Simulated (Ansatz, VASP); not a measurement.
# In3GaSbN in VASP and in Ansatz

```
CELL_PARAMETERS angstrom
5.94751 0.00000 0.00000
0.00000 5.94751 0.00000
0.00000 0.00000 4.74694
ATOMIC_POSITIONS crystal
In 0.50000 0.00000 0.50000
In 0.00000 0.50000 0.50000
In 0.00000 0.00000 0.00000
Ga 0.00000 0.00000 0.50000
Sb 0.50000 0.50000 0.50000
N 0.50000 0.50000 0.00000
```

Alike in both runs: functional PBE; k mesh 6 × 6 × 8; occupations gaussian, width 0.1 eV; no spin polarisation.

Ansatz relaxed the structure, and its values are those at the end. VASP's run is a single point on that final structure, the one shown.

```csv
,VASP,Ansatz
version,VASP 6.6.1,Ansatz 0.2.0
potentials or method,"VASP PAW PBE potentials, release 64 (In_d, Ga_d, Sb, N), cutoff 520 eV","scalar-relativistic, plane waves, PAW"
valence electrons in the cell,62,72
```

|  | VASP | Ansatz | Ansatz less VASP |
| --- | --- | --- | --- |
| gap on the k mesh at the Fermi level (eV) | none | none | - |
| pressure (GPa) | 0.0 | 0.0 | +0.01 |

A gap of «none» marks a metal or a gap that the smearing closes. VASP's potentials hold 62 valence electrons a cell and Ansatz's 72, so a difference there can come from the potentials and not from the codes.

Spin-orbit coupling is off throughout.
